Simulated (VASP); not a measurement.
Wanted: the native input for a VASP 6.6.1 run.

```
Task                   : single point
Functional             : r2SCAN
Potentials or basis    : VASP PAW PBE potentials, release 64 (Cu_sv_GW)
Cutoff                 : 900 eV
k mesh                 : 7 × 7 × 7
Occupations            : fermi-dirac, width 0.05 eV
Spin                   : no spin polarisation
Dipole correction      : no
Further INCAR settings : ALGO = Normal; EDIFF = 1e-06; NBANDS = 16
```

Cu:

```xyz
1
Lattice="0.0000 1.8075 1.8075 1.8075 0.0000 1.8075 1.8075 1.8075 0.0000" Properties=species:S:1:pos:R:3 pbc="T T T"
Cu    0.0000    0.0000    0.0000
```

These files were run (other wordings do the same):

POSCAR

```
Cu
1.0
    0.0000000000      1.8075000000      1.8075000000
    1.8075000000      0.0000000000      1.8075000000
    1.8075000000      1.8075000000      0.0000000000
Cu
1
Direct
    0.0000000000      0.0000000000      0.0000000000
```

INCAR.step1

```
PREC = Accurate
ENCUT = 900
ISMEAR = -1
SIGMA = 0.05
LREAL = False
LASPH = True
NELM = 120
NBANDS = 16
GGA = PE
ALGO = Normal
EDIFF = 1E-5
LWAVE = True
LCHARG = False
GGA_COMPAT = False
```

INCAR.step2

```
PREC = Accurate
ENCUT = 900
EDIFF = 1E-6
ISMEAR = -1
SIGMA = 0.05
LREAL = False
LASPH = True
NELM = 120
ALGO = Normal
ISIF = 2
LWAVE = False
LCHARG = False
METAGGA = R2SCAN
LMIXTAU = True
NBANDS = 16
ISTART = 1
GGA_COMPAT = False
```

KPOINTS

```
Automatic mesh
0
Gamma
  7 7 7
```

Potentials or basis: VASP PAW PBE potentials, release 64 (Cu_sv_GW).

Run with:

```sh
$ cat potpaw_PBE.64/Cu_sv_GW/POTCAR > POTCAR
$ cp INCAR.step1 INCAR
$ mpirun -np 1 vasp_std > vasp.out
$ cp INCAR.step2 INCAR
$ mpirun -np 1 vasp_std > vasp.out
```

It gave:

- Pressure: -4.9 GPa
- Band gap on the k mesh: zero (an odd number of electrons rules out a gap without spin polarisation)

Caveat: the k points lie up to 0.43 Å⁻¹ apart, too coarse for converged energies and pressures of a metal; the PAW data sets were made with another functional, which shifts forces and pressure a little.

It took 90 s on 1 thread of AMD EPYC 7R13 Processor (Zen 3), with other jobs on the host, peak memory 0.15 GiB.
